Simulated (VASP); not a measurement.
Write the native input for VASP 6.6.1 that does the following.

```
Task                   : single point
Functional             : r2SCAN
Potentials or basis    : VASP PAW PBE potentials, release 64 (Cd, Se)
Cutoff                 : 520 eV
k mesh                 : 9 × 9 × 6
Occupations            : gaussian, width 0.02 eV
Spin                   : no spin polarisation
Dipole correction      : no
Further INCAR settings : ALGO = Normal; EDIFF = 1e-07; NBANDS = 26
```

CdSe (scanat):

```
Cd Se
1.0
     4.30204    0.00000    0.00000
    -2.15102    3.72567    0.00000
     0.00000    0.00000    7.02159
Cd Se
2 2
Direct
  0.66667 0.33333 0.50010
  0.33333 0.66667 0.00010
  0.66667 0.33333 0.87576
  0.33333 0.66667 0.37576
```

The input as run:

POSCAR

```
CdSe
1.0
    4.3020373087      0.0000000000      0.0000000000
   -2.1510186543      3.7256735973      0.0000000000
    0.0000000000      0.0000000000      7.0215914313
Cd Se
2 2
Direct
    0.6666666667      0.3333333333      0.5001049934
    0.3333333333      0.6666666667      1.0001049934
    0.6666666667      0.3333333333      0.8757550066
    0.3333333333      0.6666666667      0.3757550066
```

INCAR.step1

```
SYSTEM = CdSe
PREC = Accurate
ENCUT = 520
ISMEAR = 0
SIGMA = 0.02
LREAL = .FALSE.
LASPH = .TRUE.
NELM = 100
NBANDS = 26
GGA = PE
ALGO = Normal
EDIFF = 1E-4
LWAVE = .TRUE.
LCHARG = .FALSE.
```

INCAR.step2

```
SYSTEM = CdSe
PREC = Accurate
ENCUT = 520
EDIFF = 1E-7
ISMEAR = 0
SIGMA = 0.02
LREAL = .FALSE.
LASPH = .TRUE.
NELM = 100
ALGO = Normal
ISIF = 2
LWAVE = .FALSE.
LCHARG = .FALSE.
METAGGA = R2SCAN
LMIXTAU = .TRUE.
NBANDS = 26
ISTART = 1
```

KPOINTS

```
Automatic mesh
0
G
  9 9 6
  0 0 0
```

Potentials or basis: VASP PAW PBE potentials, release 64 (Cd, Se).

The run is started by

```console
$ cat potpaw_PBE.64/Cd/POTCAR potpaw_PBE.64/Se/POTCAR > POTCAR
$ cp INCAR.step1 INCAR
$ mpirun -np 1 vasp_std > vasp.out
$ cp INCAR.step2 INCAR
$ mpirun -np 1 vasp_std > vasp.out
```

It gave:

| Property | Result |
| --- | --- |
| Pressure | 1.7 GPa |
| Band gap on the k mesh | 1.15 eV, direct |

Caveat: the PAW data sets were made with another functional, which shifts forces and pressure a little.

Wall time 11 min on 1 thread of Intel(R) Xeon(R) Platinum 8259CL CPU @ 2.50GHz (Skylake/Cascade Lake), on a shared host, peak memory 0.31 GiB.
